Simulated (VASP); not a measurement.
# MgB2 (P6/mmm) in VASP: a series of runs

Runs on MgB2. Level: PBEsol. Tasks: relaxation of cell and atoms.

All numbers are computed with VASP 6.6.1; they aren't measurements. Logs are shortened: lines on timing, memory, paths and dates and some standing lists are left out, and cuts for length are marked.

### 1 The cell of the first run

The structure is hexagonal, space group P6/mmm (No. 191). The conventional cell has a = 3.065 Å, b = 3.065 Å, c = 3.497 Å, α = 90.00°, β = 90.00°, γ = 120.00°. Mg (site symmetry 6/mmm) has 12 B at 2.49 Å and 6 Mg at 3.06 Å within 3.3 Å. Within 2.5 Å of B (site symmetry -6m2) lie 3 B at 1.77 Å and 6 Mg at 2.49 Å.

### 2 Relaxation of cell and atoms, PBEsol, target pressure 4 GPa, at which the enthalpy is minimised

INCAR reads:

```
PREC     = Accurate       # precision mode
ENCUT    = 600            # plane-wave cutoff, eV
EDIFF    = 1E-6           # SCF threshold, eV
ISMEAR   = -1             # smearing method
SIGMA    = 0.1            # smearing width, eV
LREAL    = F              # projectors in reciprocal space
LASPH    = T              # aspherical terms in the spheres
NELM     = 80             # most SCF steps
ALGO     = Normal         # electronic algorithm
ISIF     = 3              # what is computed and relaxed
LWAVE    = F              # write WAVECAR
LCHARG   = F              # write CHGCAR
GGA      = PS             # functional
IBRION   = 2              # ionic algorithm
NSW      = 100            # ionic steps
EDIFFG   = -0.002         # ionic threshold
PSTRESS  = 40.0
```

KPOINTS reads:

```
regular mesh
0
Gamma
  16 16 12
```

POSCAR reads:

```
MgB2
1.0
    3.0645010570      0.0000000000      0.0000000000
   -1.5322505285      2.6539357653      0.0000000000
    0.0000000000      0.0000000000      3.4965793458
Mg B
1 2
Direct
    0.0000000000      0.0000000000      0.0000000000
    0.3333333333      0.6666666667      0.5000000000
    0.6666666667      0.3333333333      0.5000000000
```

Potentials or basis: VASP PAW PBE potentials, release 64 (Mg, B).

Launch:

```sh
$ cat potpaw_PBE.64/Mg/POTCAR potpaw_PBE.64/B/POTCAR > POTCAR
$ mpirun -np 1 vasp_std > vasp.out
```

OUTCAR:

```text
PREC = Accurate
   ENCUT = 600
   EDIFF = 1E-6
   ISMEAR = -1
   LREAL = F
   LASPH = T
   NELM = 80
   ISIF = 3
   GGA = PS
   IBRION = 2
   NSW = 100
   EDIFFG = -0.002
   PSTRESS = 40.0

 ion  position               nearest neighbor table
   1  0.000  0.000  0.000-   2 2.49   3 2.49   2 2.49   3 2.49   3 2.49   3 2.49   2 2.49   2 2.49
                             3 2.49   3 2.49   2 2.49   2 2.49
   2  0.333  0.667  0.500-   3 1.77   3 1.77   3 1.77   1 2.49   1 2.49   1 2.49   1 2.49   1 2.49
                             1 2.49
   3  0.667  0.333  0.500-   2 1.77   2 1.77   2 1.77   1 2.49   1 2.49   1 2.49   1 2.49   1 2.49
                             1 2.49

  LATTYP: Found a hexagonal cell.
 ALAT       =     3.0645010570
 C/A-ratio  =     1.1409946614

  Lattice vectors:

 A1 = (   3.0645010570,   0.0000000000,   0.0000000000)
 A2 = (  -1.5322505285,   2.6539357653,   0.0000000000)
 A3 = (   0.0000000000,   0.0000000000,   3.4965793458)

Analysis of symmetry for initial positions (statically):
=====================================================================
 Subroutine PRICEL returns:
 Original cell was already a primitive cell.

 Routine SETGRP: Setting up the symmetry group for a
 hexagonal supercell.

 Subroutine GETGRP returns: Found 24 space group operations
 (whereof 24 operations were pure point group operations)
 out of a pool of 24 trial point group operations.

The static configuration has the point symmetry D_6h.

Analysis of symmetry for dynamics (positions and initial velocities):
=====================================================================
 Subroutine PRICEL returns:
 Original cell was already a primitive cell.

 Routine SETGRP: Setting up the symmetry group for a
 hexagonal supercell.

 Subroutine GETGRP returns: Found 24 space group operations
 (whereof 24 operations were pure point group operations)
 out of a pool of 24 trial point group operations.

The dynamic configuration has the point symmetry D_6h.

 Subroutine INISYM returns: Found 24 space group operations
 (whereof 24 operations are pure point group operations),
 and found     1 'primitive' translations

----------------------------------------------------------------------------------------

                                     Primitive cell

  volume of cell :      28.4376

  direct lattice vectors                    reciprocal lattice vectors
     3.064501057  0.000000000  0.000000000     0.326317394  0.188399435  0.000000000
    -1.532250529  2.653935765  0.000000000     0.000000000  0.376798871  0.000000000
     0.000000000  0.000000000  3.496579346     0.000000000  0.000000000  0.285993796

  length of vectors
     3.064501057  3.064501057  3.496579346     0.376798871  0.376798871  0.285993796

  position of ions in fractional coordinates (direct lattice)
     0.000000000  0.000000000  0.000000000
     0.333333333  0.666666667  0.500000000
     0.666666667  0.333333333  0.500000000

  ion indices of the primitive-cell ions
   primitive index   ion index
                 1           1
                 2           2
                 3           3

----------------------------------------------------------------------------------------

 KPOINTS: regular mesh

Automatic generation of k-mesh.
 Grid dimensions read from file:
 generate k-points for:   16   16   12

 Generating k-lattice:

  Cartesian coordinates                     Fractional coordinates (reciprocal lattice)
     0.020394837  0.011774965  0.000000000     0.062500000 -0.000000000  0.000000000
     0.000000000  0.023549929  0.000000000     0.000000000  0.062500000  0.000000000
     0.000000000  0.000000000  0.023832816     0.000000000  0.000000000  0.083333333

  Length of vectors
     0.023549929  0.023549929  0.023832816

  Shift w.r.t. Gamma in fractional coordinates (k-lattice)
     0.000000000  0.000000000  0.000000000

 Subroutine IBZKPT returns following result:
 ===========================================

 Found    210 irreducible k-points:

 Following reciprocal coordinates:
            Coordinates               Weight
  0.000000  0.000000  0.000000      1.000000
  0.062500 -0.000000  0.000000      6.000000
  0.125000 -0.000000  0.000000      6.000000
  0.187500  0.000000  0.000000      6.000000
  0.250000 -0.000000  0.000000      6.000000
  0.312500  0.000000  0.000000      6.000000
[... 16 lines left out ...]
  0.187500  0.187500  0.000000      6.000000
  0.250000  0.187500  0.000000     12.000000
 [... further k-points ...]
   k-points           NKPTS =    210   k-points in BZ     NKDIM =    210   number of bands    NBANDS=      8
   number of dos      NEDOS =    301   number of ions     NIONS =      3
   total plane-waves  NPLWV =  16128
   dimension x,y,z NGX =    24 NGY =   24 NGZ =   28
   dimension x,y,z NGXF=    48 NGYF=   48 NGZF=   56
   ions per type =               1   2
   NGX,Y,Z   is equivalent  to a cutoff of  13.02, 13.02, 13.31 a.u.
   NGXF,Y,Z  is equivalent  to a cutoff of  26.04, 26.04, 26.63 a.u.
 SYSTEM =  unknown system
   PREC   = accura    normal or accurate (medium, high low for compatibility)
   ISTART =      0    job   : 0-new  1-cont  2-samecut
   ICHARG =      2    charge: 1-file 2-atom 10-const
   ISPIN  =      1    spin polarized calculation?
   LNONCOLLINEAR =      F non collinear calculations
   LSORBIT =      F    spin-orbit coupling
   LASPH  =      T    aspherical Exc in radial PAW
   ENCUT  =  600.0 eV  44.10 Ry    6.64 a.u.   6.12  6.12  6.98*2*pi/ulx,y,z
   NELM   =     80;   NELMIN=  2; NELMDL= -5     # of ELM steps
   EDIFF  = 0.1E-05   stopping-criterion for ELM
   LREAL  =      F    real-space projection
   EDIFFG = -.2E-02   stopping-criterion for IOM
   NSW    =    100    number of steps for IOM
   IBRION =      2    ionic relax: 0-MD 1-quasi-New 2-CG
   NFREE  =      1    steps in history (QN), initial steepest desc. (CG)
   ISIF   =      3    stress and relaxation
   ISYM   =      2    0-nonsym 1-usesym 2-fastsym
   POTIM  = 0.5000    time-step for ionic-motion
   TEBEG  =    0.0;   TEEND  =   0.0 temperature during run
   PSTRESS=   40.0 pullay stress
   NELECT =       8.0000    total number of electrons
   NUPDOWN=      -1.0000    fix difference up-down
   EMIN   =  10.00;   EMAX   =-10.00  energy-range for DOS
   EFERMI =   0.00;   METHOD = LEGACY
   ISMEAR =    -1;   SIGMA  =   0.10  broadening in eV -4-tet -1-fermi 0-gaus
   EFERMI_NEDOS =   21; number of points for ismear=-14 and -15
   IALGO  =     38    algorithm
   IMIX   =      4    mixing-type and parameters
     AMIX     =   0.40;   BMIX     =  1.00
     AMIX_MAG =   1.60;   BMIX_MAG =  1.00
  volume/ion in A,a.u.               =       9.48        63.97
  Fermi-wavevector in a.u.,A,eV,Ry     =   1.072689  2.027087 15.655689  1.150661
  Thomas-Fermi vector in A             =   2.208466
   LORBIT       =      0    0 simple, 1 ext, 2 COOP (PROOUT), +10 PAW based schemes
   GGA     = PS    functional components
   LHFCALC =     F    Hartree Fock is set to
   AEXX    =    0.0000 exact exchange contribution
   IVDW    =     0    specifies the selected vdW correction
   LEPSILON=     F    determine dielectric tensor
   LRPA    =     F    only Hartree local field effects (RPA)
 conjugate gradient relaxation of ions
 non-spin polarized calculation
  energy-cutoff  :      600.00
  volume of cell :       28.44
 maximum number of plane-waves:       964
   NGX = 13   NGY = 13   NGZ = 13

--------------------------------------- Ionic step        1  -------------------------------------------

 number of electron       8.0000000 magnetization

 Free energy of the ion-electron system (eV)
  ---------------------------------------------------
  ext. energy  EPLUGINS =         0.00000000
  ---------------------------------------------------
  free energy    TOTEN  =       -16.23715567 eV

  energy without entropy =      -16.21493989  energy(sigma->0) =      -16.22604778

------------------------ aborting loop because EDIFF is reached ----------------------------------------

  FORCE on cell =-STRESS in cart. coord.  units (eV):
  Direction    XX          YY          ZZ          XY          YZ          ZX
  --------------------------------------------------------------------------------------
  -------------------------------------------------------------------------------------
  Total        0.0057873      0.0057873     -0.0295132     -0.0000000      0.0000000     -0.0000000
  in kB        0.3260582      0.3260582     -1.6627760     -0.0000000      0.0000000     -0.0000000
  external PRESSURE =     -40.3368866 kB  Pullay stress =      40.0000000 kB

 VOLUME and BASIS-vectors are now :
 -----------------------------------------------------------------------------
  energy-cutoff  :      600.00
  volume of cell :       28.44
      direct lattice vectors                 reciprocal lattice vectors
     3.064501057  0.000000000  0.000000000     0.326317394  0.188399435  0.000000000
    -1.532250529  2.653935765  0.000000000     0.000000000  0.376798871  0.000000000
     0.000000000  0.000000000  3.496579346     0.000000000  0.000000000  0.285993796
[... 165 lines left out ...]
  FREE ENERGIE OF THE ION-ELECTRON SYSTEM (eV)
  ---------------------------------------------------
  free  energy   TOTEN  =       -16.2282652169 eV

  energy  without entropy=      -16.2064918036  energy(sigma->0) =      -16.21737851

  enthalpy is  TOTEN    =       -15.5366684894 eV   P V=        0.6915967275

--------------------------------------- Ionic step        6  -------------------------------------------

 number of electron       8.0000000 magnetization

 Free energy of the ion-electron system (eV)
  ---------------------------------------------------
  ext. energy  EPLUGINS =         0.00000000
  ---------------------------------------------------
  free energy    TOTEN  =       -16.22829940 eV

  energy without entropy =      -16.20652236  energy(sigma->0) =      -16.21741088

 E-fermi :   5.5117     XC(G=0): -11.1833

 val. band max:        5.4916439475   @ k =   0.3750   0.0625   0.4167
 cond. band min:       5.5324191748   @ k =   0.4375   0.0000   0.3333
 fundamental gap:      0.0407752273
 Fermi energy:         5.5116706366

 k-point     1 :       0.0000    0.0000    0.0000
  band No.  band energies     occupation
      1      -7.1498      2.00000
      2       2.5778      2.00000
      3       5.9029      0.03922
      4       5.9029      0.03922
      5       7.3937      0.00000
      6      11.9416      0.00000
      7      11.9416      0.00000
      8      14.0443      0.00000

 k-point     2 :       0.0625   -0.0000    0.0000
  band No.  band energies     occupation
      1      -7.0802      2.00000
      2       2.6453      2.00000
      3       5.5407      0.85593
      4       5.7295      0.20339
      5       7.4501      0.00000
      6      11.9201      0.00000
      7      12.2569      0.00000
      8      14.1814      0.00000
[... 221 lines left out ...]
 k-point    23 :       0.1875    0.1875    0.0000
  band No.  band energies     occupation
      1      -5.3008      2.00000
      2       1.3190      2.00000
      3       2.3433      2.00000
      4       4.3465      1.99998
      5       9.1957      0.00000
      6      11.2793      0.00000
      7      13.1440      0.00000
      8      13.1465      0.00000

 k-point    24 :       0.2500    0.1875    0.0000
  band No.  band energies     occupation
      1      -4.6331      2.00000
      2       0.3354      2.00000
      3       1.7063      2.00000
      4       4.9609      1.99193
      5       9.8174      0.00000
      6      10.2609      0.00000
      7      12.6706      0.00000
      8      13.8512      0.00000

 [... further k-points ...]

------------------------ aborting loop because EDIFF is reached ----------------------------------------

  FORCE on cell =-STRESS in cart. coord.  units (eV):
  Direction    XX          YY          ZZ          XY          YZ          ZX
  --------------------------------------------------------------------------------------
  -------------------------------------------------------------------------------------
  Total        0.6925471      0.6925471      0.6973948      0.0000000     -0.0000000      0.0000000
  in kB       40.0530456     40.0530456     40.3334076      0.0000000     -0.0000000      0.0000000
  external PRESSURE =       0.1464996 kB  Pullay stress =      40.0000000 kB

 VOLUME and BASIS-vectors are now :
 -----------------------------------------------------------------------------
  energy-cutoff  :      600.00
  volume of cell :       27.70
      direct lattice vectors                 reciprocal lattice vectors
     3.044194389  0.000000000  0.000000000     0.328494134  0.189656177 -0.000000000
    -1.522097194  2.636349675 -0.000000000    -0.000000000  0.379312354 -0.000000000
    -0.000000000  0.000000000  3.451826734    -0.000000000  0.000000000  0.289701679

 POSITION                                       TOTAL-FORCE (eV/Angst)
 -----------------------------------------------------------------------------------
     -0.00000      0.00000      3.45183         0.000000     -0.000000      0.000000
     -0.00000      1.75757      1.72591        -0.000000      0.000000      0.000000
      1.52210      0.87878      1.72591         0.000000     -0.000000     -0.000000
 -----------------------------------------------------------------------------------
    total drift:                                0.000000     -0.000000     -0.000000

  FREE ENERGIE OF THE ION-ELECTRON SYSTEM (eV)
  ---------------------------------------------------
  free  energy   TOTEN  =       -16.2282993975 eV

  energy  without entropy=      -16.2065223573  energy(sigma->0) =      -16.21741088

  enthalpy is  TOTEN    =       -15.5366694486 eV   P V=        0.6916299489

 reached required accuracy - stopping structural energy minimisation
```

It took 2.8 min on 1 thread of Intel Xeon 8259CL, shared host; peak memory 0.2 GiB.

What came out:

* Free energy: -16.2283 eV
* Relaxed volume: 9.23 Å³/atom
* Relaxed cell: a = 3.044 Å, b = 3.044 Å, c = 3.452 Å, α = 90.00°, β = 90.00°, γ = 120.00°
* Space group after relaxing (to 0.1 Å): P6/mmm (No. 191)
* Energy change on relaxing (the run minimises the enthalpy): +3.0 meV/atom
* Ionic steps: 6
* Pressure after relaxing: 4.0 GPa
* Band gap on the k mesh: zero (bands 4 and 5 overlap by 3.15 eV)

Step by step:
| step | energy change (eV) | largest force (eV/Å) | pressure (GPa) | volume (Å³) |
| --- | --- | --- | --- | --- |
| 1 | 0.0000 | 0.0000 | -0.03 | 28.44 |
| 2 | 0.0168 | 0.0000 | 5.76 | 27.47 |
| 3 | 0.0084 | 0.0000 | 4.02 | 27.74 |
| 4 | 0.0087 | 0.0000 | 4.00 | 27.71 |
| 5 | 0.0089 | 0.0000 | 4.01 | 27.70 |
| 6 | 0.0089 | 0.0000 | 4.01 | 27.70 |

Final structure:
```yaml
crystal:
  lattice:
    - [3.04419, 0.00000, 0.00000]
    - [-1.52210, 2.63635, 0.00000]
    - [0.00000, 0.00000, 3.45183]
  atoms:
    - { symbol: Mg, position: [0.00000, 0.00000, 0.00000] }
    - { symbol: B, position: [0.33333, 0.66667, 0.50000] }
    - { symbol: B, position: [0.66667, 0.33333, 0.50000] }
```

Levels at points of the mesh, in eV from the Fermi level:
```tsv
k point	band 1	band 2	band 3	band 4	band 5	band 6	band 7	band 8
(0.00, 0.00, 0.00)	-12.66	-2.93	0.39	0.39	1.88	6.43	6.43	8.53
(0.50, 0.00, 0.00)	-8.65	-8.02	-2.23	0.27	3.25	3.92	5.65	7.62
(0.00, 0.00, 0.50)	-11.29	-7.62	0.81	0.81	6.75	6.75	8.17	10.56
(0.50, 0.00, 0.50)	-7.59	-7.05	-3.68	-1.93	-1.33	5.97	9.15	9.15
```

Caveat: the cell is relaxed towards a set pressure, so the run minimises the enthalpy, not the energy; the PAW data sets were made with another functional, which shifts forces and pressure a little.

### 3 Relaxation of cell and atoms, PBEsol, target pressure 7 GPa, at which the enthalpy is minimised

INCAR reads:

```
SYSTEM = MgB2
PREC = Accurate
ENCUT = 600
EDIFF = 1E-6
ISMEAR = -1
SIGMA = 0.1
LREAL = .False.
LASPH = .True.
NELM = 80
ALGO = Normal
ISIF = 3
LWAVE = .False.
LCHARG = .False.
GGA = PS
IBRION = 2
NSW = 100
EDIFFG = -0.002
PSTRESS = 70.0
```

KPOINTS reads:

```
Automatic mesh
0
Gamma
  16 16 12
  0 0 0
```

POSCAR is that of step 2.

Potentials or basis: VASP PAW PBE potentials, release 64 (Mg, B).

Launch:

```sh
$ cat potpaw_PBE.64/Mg/POTCAR potpaw_PBE.64/B/POTCAR > POTCAR
$ mpirun -np 1 vasp_std > vasp.out
```

Wall time 2.8 min (1 thread of Intel Xeon 8259CL, shared host); peak memory 0.21 GiB.

Results (log left out):

```
Free energy                                                : -16.2115 eV
Relaxed volume                                             : 9.07 Å³/atom
Relaxed cell                                               : a = 3.030 Å, b = 3.030 Å, c = 3.423 Å, α = 90.00°, β = 90.00°, γ = 120.00°
Space group after relaxing (to 0.1 Å)                      : P6/mmm (No. 191)
Energy change on relaxing (the run minimises the enthalpy) : +8.6 meV/atom
Ionic steps                                                : 5
Pressure after relaxing                                    : 7.0 GPa
Band gap on the k mesh                                     : zero (bands 4 and 5 overlap by 3.22 eV)
```

The path:
| step | energy change (eV) | largest force (eV/Å) | pressure (GPa) | volume (Å³) |
| --- | --- | --- | --- | --- |
| 1 | 0.0000 | 0.0000 | -0.03 | 28.44 |
| 2 | 0.0527 | 0.0000 | 10.62 | 26.76 |
| 3 | 0.0244 | 0.0000 | 7.02 | 27.28 |
| 4 | 0.0252 | 0.0000 | 7.02 | 27.23 |
| 5 | 0.0257 | 0.0000 | 7.02 | 27.21 |

Final structure:
```
Mg B
1.0
     3.02987    0.00000    0.00000
    -1.51494    2.62395    0.00000
     0.00000    0.00000    3.42271
Mg B
1 2
Direct
  0.00000 0.00000 0.00000
  0.33333 0.66667 0.50000
  0.66667 0.33333 0.50000
```

Levels at points of the mesh, in eV from the Fermi level:
| k point | band 2 | band 3 | band 4 | band 5 | band 6 | band 7 |
| --- | --- | --- | --- | --- | --- | --- |
| (0.00, 0.00, 0.00) | -2.93 | 0.39 | 0.39 | 1.99 | 6.47 | 6.47 |
| (0.50, 0.00, 0.00) | -8.10 | -2.26 | 0.29 | 3.32 | 3.94 | 5.79 |
| (0.00, 0.00, 0.50) | -7.70 | 0.82 | 0.82 | 6.79 | 6.79 | 8.24 |
| (0.50, 0.00, 0.50) | -7.11 | -3.73 | -1.95 | -1.34 | 6.07 | 9.25 |

Caveat: the cell is relaxed towards a set pressure, so the run minimises the enthalpy, not the energy; the PAW data sets were made with another functional, which shifts forces and pressure a little.
